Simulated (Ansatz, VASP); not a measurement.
## One calculation of Ni, two programs

The input INCAR:

```
ALGO = Normal ; EDIFF = 1E-7
ENCUT = 520 ; GGA = CA
ISIF = 2 ; ISMEAR = 0
ISPIN = 2 ; LASPH = T
LCHARG = T ; LELF = T
LMAXMIX = 4 ; LORBIT = 11
LREAL = F ; LVHAR = T
LWAVE = F ; MAGMOM = 1.5 1.5
NBANDS = 21 ; NELM = 150
PREC = Accurate ; SIGMA = 0.1
```

Contents of KPOINTS:

```
k-points
0
Gamma
  14 14 8
```

File POSCAR:

```
Ni
1.0
    2.4480230000      0.0000000000      0.0000000000
   -1.2240110000      2.1200500000      0.0000000000
    0.0000000000      0.0000000000      4.0728080000
Ni
2
Direct
    0.3333333333      0.6666666667      0.2500000000
    0.6666666667      0.3333333333      0.7500000000
```

Input for Ansatz:

```yaml
crystal:
  lattice:
    - [2.448023, 0.0, 0.0]
    - [-1.224011, 2.12005, 0.0]
    - [0.0, 0.0, 4.072808]
  atoms:
    - { symbol: Ni, position: [0.3333333333333333, 0.6666666666666666, 0.25] }
    - { symbol: Ni, position: [0.6666666666666666, 0.3333333333333333, 0.75] }
kpoints:
  mp_grid:
    grid: [14, 14, 8]
    shift: [0.0, 0.0, 0.0]
hamiltonian:
  xc: lda
  pseudopotentials:
    kind: paw
magnetization:
  spin_polarized: true
  per_species:
    Ni: 1.5
scf:
  convergence:
    dr2_threshold: 1.0e-10
  occupations:
    method: gaussian
output:
  forces: true
  stress: true
  eigenvalues: true
```

Alike in both runs: task single point; functional LDA; k mesh 14 × 14 × 8; collinear spin.

|  | VASP | Ansatz |
| --- | --- | --- |
| version | VASP 6.6.1 | Ansatz 0.2.0 |
| potentials or method | VASP PAW LDA potentials, release 64 (Ni) | plane waves, PAW |
| plane-wave cutoff (eV) | 520 | 420 |
| occupations | gaussian, width 0.1 eV | gaussian |
| valence electrons in the cell | 20 | 36 |

```tsv
	VASP	Ansatz	Ansatz less VASP
gap on the k mesh at the Fermi level (eV)	none	none	-
pressure (GPa)	-11.3	-11.2	+0.04
traceless stress, the component that is largest in VASP (GPa)	-1.58	-1.74	-0.164
net moment per atom (μB)	0.54	0.58	+0.036
size of the moment on the site where the two differ most (μB)	0.54	0.60	+0.060
```

LDA's correlation is that of Perdew and Zunger in VASP and of Perdew and Wang (1992) in Ansatz. Site moments also hang on the region over which each program counts them. A gap of «none» marks a metal or a gap that the smearing closes. VASP's potentials hold 20 valence electrons a cell and Ansatz's 36, so a difference there can come from the potentials and not from the codes.
